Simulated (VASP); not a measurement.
# La4ZrO (P-6m2) in VASP: further runs

Runs on La4ZrO. Level: PBE. Tasks: single point, relaxation of cell and atoms.

Everything below comes from runs of VASP 6.6.1. Logs are shortened: lines on timing, memory, paths and dates and some standing lists are left out, and cuts for length are marked.

## Step 1: The cell of the first run

It takes space group P-6m2 (No. 187, hexagonal). The conventional cell has a = 6.392 Å, b = 6.392 Å, c = 5.430 Å, α = 90.00°, β = 90.00°, γ = 120.00°. La (site symmetry -6m2) has 6 La at 3.31 Å and 3 Zr at 3.69 Å and 3 O at 3.69 Å within 4.4 Å. Within 4.2 Å of La (site symmetry mm2) lie 6 La at 3.10 to 3.31 Å and 2 Zr at 3.25 Å and 4 O at 4.19 Å. Zr (site symmetry -6m2) has 9 La at 3.25 to 3.69 Å and 3 O at 3.69 Å within 4.3 Å. Within 4.8 Å of O (site symmetry -6m2) lie 3 Zr at 3.69 Å and 15 La at 3.69 to 4.19 Å.

The cell was generated, and may not be a known phase.

## Step 2: Single point, PBE

Contents of INCAR:

```
SYSTEM = La4ZrO
  PREC = Accurate
  ENCUT = 520
  EDIFF = 1E-6
  ISMEAR = 0
  SIGMA = 0.1
  LREAL = .FALSE.
  LASPH = .TRUE.
  NELM = 100
  ALGO = Normal
  ISIF = 2
  LWAVE = .FALSE.
  LCHARG = .FALSE.
  GGA = PE
  NBANDS = 40
```

Contents of KPOINTS:

```
Automatic mesh
0
G
  6 6 8
  0 0 0
```

Contents of POSCAR:

```
La4ZrO
1.0
    6.3919969020      0.0000000000      0.0000000000
   -3.1959984510      5.5356316981      0.0000000000
    0.0000000000      0.0000000000      5.4301303106
La Zr O
4 1 1
Direct
    0.6666666667      0.3333333333      0.0000000000
    0.0096323730      0.5048161865      0.5000000000
    0.4951838135      0.5048161865      0.5000000000
    0.4951838135      0.9903676270      0.5000000000
    0.3333333333      0.6666666667      0.0000000000
    0.0000000000      0.0000000000      0.0000000000
```

Potentials or basis: VASP PAW PBE potentials, release 64 (La, Zr_sv, O).

Started as:

```bash
$ cat potpaw_PBE.64/La/POTCAR potpaw_PBE.64/Zr_sv/POTCAR potpaw_PBE.64/O/POTCAR > POTCAR
$ mpirun -np 1 vasp_std > vasp.out
```

OUTCAR:

```text
SYSTEM = La4ZrO
   PREC = Accurate
   ENCUT = 520
   EDIFF = 1E-6
   ISMEAR = 0
   LREAL = .FALSE.
   LASPH = .TRUE.
   NELM = 100
   ISIF = 2
   GGA = PE

 ion  position               nearest neighbor table
   1  0.667  0.333  0.000-   2 3.31   2 3.31   4 3.31   4 3.31   3 3.31   3 3.31   5 3.69   5 3.69
                             5 3.69
   2  0.010  0.505  0.500-   3 3.10   4 3.10   5 3.25   5 3.25   3 3.29   4 3.29   1 3.31   1 3.31

   3  0.495  0.505  0.500-   2 3.10   4 3.10   5 3.25   5 3.25   2 3.29   4 3.29   1 3.31   1 3.31

   4  0.495  0.990  0.500-   2 3.10   3 3.10   5 3.25   5 3.25   2 3.29   3 3.29   1 3.31   1 3.31

   5  0.333  0.667  0.000-   2 3.25   2 3.25   4 3.25   4 3.25   3 3.25   3 3.25   1 3.69   1 3.69
                             1 3.69
   6  0.000  0.000  0.000-

  LATTYP: Found a hexagonal cell.
 ALAT       =     6.3919969020
 C/A-ratio  =     0.8495201725

  Lattice vectors:

 A1 = (   6.3919969020,   0.0000000000,   0.0000000000)
 A2 = (  -3.1959984510,   5.5356316981,   0.0000000000)
 A3 = (   0.0000000000,   0.0000000000,   5.4301303106)

Analysis of symmetry for initial positions (statically):
=====================================================================
 Subroutine PRICEL returns:
 Original cell was already a primitive cell.

 Routine SETGRP: Setting up the symmetry group for a
 hexagonal supercell.

 Subroutine GETGRP returns: Found 12 space group operations
 (whereof 12 operations were pure point group operations)
 out of a pool of 24 trial point group operations.

The static configuration has the point symmetry D_3h.

Analysis of symmetry for dynamics (positions and initial velocities):
=====================================================================
 Subroutine PRICEL returns:
 Original cell was already a primitive cell.

 Routine SETGRP: Setting up the symmetry group for a
 hexagonal supercell.

 Subroutine GETGRP returns: Found 12 space group operations
 (whereof 12 operations were pure point group operations)
 out of a pool of 24 trial point group operations.

The dynamic configuration has the point symmetry D_3h.

 Subroutine INISYM returns: Found 12 space group operations
 (whereof 12 operations are pure point group operations),
 and found     1 'primitive' translations

----------------------------------------------------------------------------------------

                                     Primitive cell

  volume of cell :     192.1383

  direct lattice vectors                    reciprocal lattice vectors
     6.391996902  0.000000000  0.000000000     0.156445633  0.090323928  0.000000000
    -3.195998451  5.535631698  0.000000000     0.000000000  0.180647856  0.000000000
     0.000000000  0.000000000  5.430130311     0.000000000  0.000000000  0.184157643

  length of vectors
     6.391996902  6.391996902  5.430130311     0.180647856  0.180647856  0.184157643

  position of ions in fractional coordinates (direct lattice)
     0.666666667  0.333333333  0.000000000
     0.009632373  0.504816187  0.500000000
     0.495183813  0.504816187  0.500000000
     0.495183813  0.990367627  0.500000000
     0.333333333  0.666666667  0.000000000
     0.000000000  0.000000000  0.000000000

  ion indices of the primitive-cell ions
   primitive index   ion index
                 1           1
                 2           2
                 3           3
                 4           4
                 5           5
                 6           6

----------------------------------------------------------------------------------------

 KPOINTS: Automatic mesh

Automatic generation of k-mesh.
 Grid dimensions read from file:
 generate k-points for:    6    6    8

 Generating k-lattice:

  Cartesian coordinates                     Fractional coordinates (reciprocal lattice)
     0.026074272  0.015053988  0.000000000     0.166666667  0.000000000  0.000000000
     0.000000000  0.030107976  0.000000000     0.000000000  0.166666667  0.000000000
     0.000000000  0.000000000  0.023019705     0.000000000  0.000000000  0.125000000

  Length of vectors
     0.030107976  0.030107976  0.023019705

  Shift w.r.t. Gamma in fractional coordinates (k-lattice)
     0.000000000  0.000000000  0.000000000

 Subroutine IBZKPT returns following result:
 ===========================================

 Found     35 irreducible k-points:

 Following reciprocal coordinates:
            Coordinates               Weight
  0.000000  0.000000  0.000000      1.000000
  0.166667  0.000000  0.000000      6.000000
  0.333333  0.000000  0.000000      6.000000
  0.500000  0.000000  0.000000      3.000000
  0.166667  0.166667  0.000000      6.000000
  0.333333  0.166667  0.000000     12.000000
[... 16 lines left out ...]
  0.166667  0.000000  0.375000     12.000000
  0.333333  0.000000  0.375000     12.000000
 [... further k-points ...]
   k-points           NKPTS =     35   k-points in BZ     NKDIM =     35   number of bands    NBANDS=     40
   number of dos      NEDOS =    301   number of ions     NIONS =      6
   total plane-waves  NPLWV =  92160
   dimension x,y,z NGX =    48 NGY =   48 NGZ =   40
   dimension x,y,z NGXF=    96 NGYF=   96 NGZF=   80
   ions per type =               4   1   1
   NGX,Y,Z   is equivalent  to a cutoff of  12.48, 12.48, 12.25 a.u.
   NGXF,Y,Z  is equivalent  to a cutoff of  24.97, 24.97, 24.49 a.u.
 SYSTEM =  La4ZrO
   PREC   = accura    normal or accurate (medium, high low for compatibility)
   ISTART =      0    job   : 0-new  1-cont  2-samecut
   ICHARG =      2    charge: 1-file 2-atom 10-const
   ISPIN  =      1    spin polarized calculation?
   LNONCOLLINEAR =      F non collinear calculations
   LSORBIT =      F    spin-orbit coupling
   LASPH  =      T    aspherical Exc in radial PAW
   ENCUT  =  520.0 eV  38.22 Ry    6.18 a.u.  11.88 11.88 10.10*2*pi/ulx,y,z
   NELM   =    100;   NELMIN=  2; NELMDL= -5     # of ELM steps
   EDIFF  = 0.1E-05   stopping-criterion for ELM
   LREAL  =      F    real-space projection
   EDIFFG = 0.1E-04   stopping-criterion for IOM
   NSW    =      0    number of steps for IOM
   IBRION =     -1    ionic relax: 0-MD 1-quasi-New 2-CG
   NFREE  =      0    steps in history (QN), initial steepest desc. (CG)
   ISIF   =      2    stress and relaxation
   ISYM   =      2    0-nonsym 1-usesym 2-fastsym
   POTIM  = 0.5000    time-step for ionic-motion
   TEBEG  =    0.0;   TEEND  =   0.0 temperature during run
   PSTRESS=    0.0 pullay stress
   NELECT =      62.0000    total number of electrons
   NUPDOWN=      -1.0000    fix difference up-down
   EMIN   =  10.00;   EMAX   =-10.00  energy-range for DOS
   EFERMI =   0.00;   METHOD = LEGACY
   ISMEAR =     0;   SIGMA  =   0.10  broadening in eV -4-tet -1-fermi 0-gaus
   EFERMI_NEDOS =   21; number of points for ismear=-14 and -15
   IALGO  =     38    algorithm
   IMIX   =      4    mixing-type and parameters
     AMIX     =   0.40;   BMIX     =  1.00
     AMIX_MAG =   1.60;   BMIX_MAG =  1.00
  volume/ion in A,a.u.               =      32.02       216.10
  Fermi-wavevector in a.u.,A,eV,Ry     =   1.122882  2.121939 17.155091  1.260864
  Thomas-Fermi vector in A             =   2.259545
   LORBIT       =      0    0 simple, 1 ext, 2 COOP (PROOUT), +10 PAW based schemes
   GGA     = PE    functional components
   LHFCALC =     F    Hartree Fock is set to
   AEXX    =    0.0000 exact exchange contribution
   IVDW    =     0    specifies the selected vdW correction
   LEPSILON=     F    determine dielectric tensor
   LRPA    =     F    only Hartree local field effects (RPA)
 non-spin polarized calculation
 Gauss-broadening in eV      SIGMA  =   0.10
  energy-cutoff  :      520.00
  volume of cell :      192.14
 maximum number of plane-waves:      5223
 NGX is ok and might be reduce to    48
   NGX = 23   NGY = 23   NGZ = 21

 number of electron      62.0000000 magnetization

 Free energy of the ion-electron system (eV)
  ---------------------------------------------------
  ext. energy  EPLUGINS =         0.00000000
  ---------------------------------------------------
  free energy    TOTEN  =       -27.83842628 eV

  energy without entropy =      -27.78090063  energy(sigma->0) =      -27.80966345

 E-fermi :   6.5982     XC(G=0):  -9.2720

 val. band max:        6.5935607233   @ k =   0.3333   0.1667   0.0000
 cond. band min:       6.6227127786   @ k =   0.5000   0.0000   0.1250
 fundamental gap:      0.0291520553
 Fermi energy:         6.5982330672

 k-point     1 :       0.0000    0.0000    0.0000
  band No.  band energies     occupation
      1     -42.3004      2.00000
      2     -26.2753      2.00000
      3     -25.7839      2.00000
      4     -25.6126      2.00000
      5     -25.6126      2.00000
      6     -20.3713      2.00000
[... 32 lines left out ...]
     39       8.1781      0.00000
     40       8.2149      0.00000

 k-point     2 :       0.1667    0.0000    0.0000
  band No.  band energies     occupation
      1     -42.3004      2.00000
      2     -26.2484      2.00000
      3     -25.8076      2.00000
      4     -25.6207      2.00000
      5     -25.6130      2.00000
      6     -20.3714      2.00000
[... 32 lines left out ...]
     39       8.1572      0.00000
     40       8.2488      0.00000

 k-point     3 :       0.3333    0.0000    0.0000
  band No.  band energies     occupation
      1     -42.3004      2.00000
      2     -26.1795      2.00000
      3     -25.8739      2.00000
      4     -25.6329      2.00000
      5     -25.6138      2.00000
      6     -20.3714      2.00000
[... 853 lines left out ...]
  band No.  band energies     occupation
      1     -42.3003      2.00000
      2     -26.1640      2.00000
      3     -25.8863      2.00000
      4     -25.6409      2.00000
      5     -25.6106      2.00000
      6     -20.3770      2.00000
[... 32 lines left out ...]
     39       8.1137      0.00000
     40       8.1177      0.00000

 k-point    24 :       0.3333    0.0000    0.3750
  band No.  band energies     occupation
      1     -42.3003      2.00000
      2     -26.0925      2.00000
      3     -25.8980      2.00000
      4     -25.7115      2.00000
      5     -25.6114      2.00000
      6     -20.3771      2.00000
[... 32 lines left out ...]
     39       7.9322      0.00000
     40       8.2556      0.00000

 [... further k-points ...]

------------------------ aborting loop because EDIFF is reached ----------------------------------------

  FORCE on cell =-STRESS in cart. coord.  units (eV):
  Direction    XX          YY          ZZ          XY          YZ          ZX
  --------------------------------------------------------------------------------------
  -------------------------------------------------------------------------------------
  Total        0.0036089      0.0036089      0.0388339     -0.0000000      0.0000000      0.0000000
  in kB        0.0300938      0.0300938      0.3238231     -0.0000000      0.0000000      0.0000000
  external PRESSURE =       0.1280036 kB  Pullay stress =       0.0000000 kB

 VOLUME and BASIS-vectors are now :
 -----------------------------------------------------------------------------
  energy-cutoff  :      520.00
  volume of cell :      192.14
      direct lattice vectors                 reciprocal lattice vectors
     6.391996902  0.000000000  0.000000000     0.156445633  0.090323928  0.000000000
    -3.195998451  5.535631698  0.000000000     0.000000000  0.180647856  0.000000000
     0.000000000  0.000000000  5.430130311     0.000000000  0.000000000  0.184157643

 POSITION                                       TOTAL-FORCE (eV/Angst)
 -----------------------------------------------------------------------------------
      3.19600      1.84521      0.00000        -0.000000     -0.000000      0.000000
     -1.55182      2.79448      2.71507         0.002466      0.001424     -0.000000
      1.55182      2.79448      2.71507        -0.002466      0.001424     -0.000000
      0.00000      5.48231      2.71507        -0.000000     -0.002847     -0.000000
     -0.00000      3.69042      0.00000        -0.000000      0.000000      0.000000
      0.00000      0.00000      0.00000        -0.000000     -0.000000      0.000000
 -----------------------------------------------------------------------------------
    total drift:                                0.000000     -0.000000      0.000000

  FREE ENERGIE OF THE ION-ELECTRON SYSTEM (eV)
  ---------------------------------------------------
  free  energy   TOTEN  =       -27.8384262761 eV

  energy  without entropy=      -27.7809006312  energy(sigma->0) =      -27.80966345
```

Wall time 3.7 min (1 thread of Intel Xeon 6975P-C (Granite Rapids), shared host); peak memory 0.46 GiB.

What came out:

```yaml
Free_energy: -27.8384 eV
Pressure: 0.0 GPa
Band_gap_on_the_k_mesh: zero (bands 31 and 32 overlap by 0.84 eV)
```

Forces in eV/Å, atoms in the order of the input:
```
La   0.000  0.000  0.000
La   0.002  0.001  0.000
La  -0.002  0.001  0.000
La   0.000 -0.003  0.000
Zr   0.000  0.000  0.000
O    0.000  0.000  0.000
```

Caveat: spin-orbit coupling is left out, which moves the levels of the heavy elements.

## Step 3: Relaxation of cell and atoms, PBE

This run uses another cell than the first one, of 31.08 Å³/atom.

Contents of INCAR:

```
ALGO = Normal
EDIFF = 1E-6
EDIFFG = -0.01
ENCUT = 600
GGA = PE
IBRION = 2
ISIF = 3
ISMEAR = 0
LASPH = True
LCHARG = False
LREAL = False
LWAVE = False
NELM = 100
NSW = 100
PREC = Accurate
SIGMA = 0.1
```

Contents of KPOINTS:

```
k-points
0
Gamma
  6 6 8
```

Contents of POSCAR:

```
La4ZrO
1.0
    6.2046212904      0.0000000000      0.0000000000
   -3.1023106452      5.3733596584      0.0000000000
    0.0000000000      0.0000000000      5.5926911761
La Zr O
4 1 1
Direct
    0.6666666667      0.3333333333      0.0000000000
    0.0073154290      0.5036577145      0.5000000000
    0.4963422855      0.5036577145      0.5000000000
    0.4963422855      0.9926845710      0.5000000000
    0.3333333333      0.6666666667      0.0000000000
    0.0000000000      0.0000000000      0.0000000000
```

Potentials or basis: VASP PAW PBE potentials, release 64 (La, Zr_sv, O).

Started as:

```bash
$ cat potpaw_PBE.64/La/POTCAR potpaw_PBE.64/Zr_sv/POTCAR potpaw_PBE.64/O/POTCAR > POTCAR
$ mpirun -np 1 vasp_std > vasp.out
```

Run time: 19 min. Hardware: 1 thread of Intel Xeon 6975P-C (Granite Rapids), shared host; peak memory 0.6 GiB.

It converged, with:

```yaml
Free_energy: -27.8400 eV
Relaxed_volume: 32.05 Å³/atom
Relaxed_cell: a = 6.393 Å, b = 6.393 Å, c = 5.434 Å, α = 90.00°, β = 90.00°, γ = 120.00°
Space_group_after_relaxing_to_0.1_Å: P-6m2 (No. 187)
Energy_gained_by_relaxing: 6.0 meV/atom
Ionic_steps: 6
Pressure_after_relaxing: 0.0 GPa
Largest_force_after_relaxing: 0.005 eV/Å
Band_gap_on_the_k_mesh: zero (bands 31 and 32 overlap by 0.84 eV)
```

Forces in eV/Å, atoms in the order of the input:
```
La   0.000  0.000  0.000
La   0.004  0.002  0.000
La  -0.004  0.002  0.000
La   0.000 -0.005  0.000
Zr   0.000  0.000  0.000
O    0.000  0.000  0.000
```

The path:
| step | energy change (eV) | largest force (eV/Å) | pressure (GPa) | volume (Å³) |
| --- | --- | --- | --- | --- |
| 1 | 0.0000 | 0.0281 | 0.58 | 186.46 |
| 2 | -0.0170 | 0.0395 | 0.18 | 189.50 |
| 3 | -0.0252 | 0.0582 | -0.37 | 194.22 |
| 4 | -0.0331 | 0.0318 | -0.20 | 193.28 |
| 5 | -0.0357 | 0.0096 | -0.04 | 192.45 |
| 6 | -0.0357 | 0.0048 | -0.02 | 192.32 |

Final structure:
```
CELL_PARAMETERS angstrom
6.39282 0.00000 0.00000
-3.19641 5.53635 0.00000
0.00000 0.00000 5.43383
ATOMIC_POSITIONS crystal
La 0.66667 0.33333 0.00000
La 0.00957 0.50479 0.50000
La 0.49521 0.50479 0.50000
La 0.49521 0.99043 0.50000
Zr 0.33333 0.66667 0.00000
O 0.00000 0.00000 0.00000
```

Levels at points of the mesh, in eV from the Fermi level:
| k point | band 28 | band 29 | band 30 | band 31 | band 32 | band 33 | band 34 | band 35 |
| --- | --- | --- | --- | --- | --- | --- | --- | --- |
| (0.00, 0.00, 0.00) | -0.84 | -0.64 | -0.61 | -0.61 | -0.57 | 0.21 | 0.21 | 0.96 |
| (0.50, 0.00, 0.00) | -0.47 | -0.19 | -0.14 | -0.10 | 0.08 | 0.23 | 0.30 | 0.47 |
| (0.00, 0.00, 0.50) | -1.06 | -0.76 | 0.03 | 0.03 | 0.26 | 0.39 | 0.39 | 0.82 |
| (0.50, 0.00, 0.50) | -0.70 | -0.68 | -0.24 | -0.01 | 0.24 | 0.42 | 0.50 | 0.89 |

Caveat: spin-orbit coupling is left out, which moves the levels of the heavy elements.

The gap in the log of VASP goes by the Fermi energy; the results here count the filled bands.